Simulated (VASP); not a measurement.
The system is BaTiO3.

```
Ba Ti O
1.0
     4.00730    0.00000    0.00000
     0.00000    4.00730    0.00000
     0.00000    0.00000    4.00730
Ba Ti O
1 1 3
Direct
  0.50903 0.45529 0.50668
  0.94374 0.06998 0.95431
  0.52053 0.00683 0.05543
  0.01265 0.49197 0.05272
  0.01405 0.97593 0.43085
```

Base run:

| Quantity | Value |
| --- | --- |
| Program | VASP 6.6.1 |
| Functional | r2SCAN |
| Potentials or basis | VASP PAW PBE potentials, release 64 (Ba_sv, Ti_sv, O) |
| Cutoff | 520 eV |
| k mesh | 7 × 7 × 7 |
| Occupations | fermi-dirac, width 0.05 eV |
| Spin | no spin polarisation |
| Hubbard terms | Ti d U = 8.0 eV |

Its results: band gap on the k mesh 3.94 eV (least direct gap 4.32 eV); pressure 19.7 GPa; largest force 7.218 eV/Å.

**Question.** After a change of settings the same cell gave: band gap on the k mesh 3.43 eV (least direct gap 3.66 eV); pressure 14.4 GPa; largest force 5.579 eV/Å. Which change was it?
A. hubbard terms from Ti d U = 8.0 eV to Ti d U = 3.0 eV
B. functional from r2SCAN to PBE; hubbard terms from Ti d U = 8.0 eV to none
C. hubbard terms from Ti d U = 8.0 eV to Ti d U = 1.0 eV

**Answer.** A.

Caveats: the cell stands under pressure; the PAW data sets were made with another functional, which shifts forces and pressure a little; spin-orbit coupling is left out, which moves the levels of the heavy elements; an odd mesh through Γ misses points on the zone boundary, where band edges can lie.
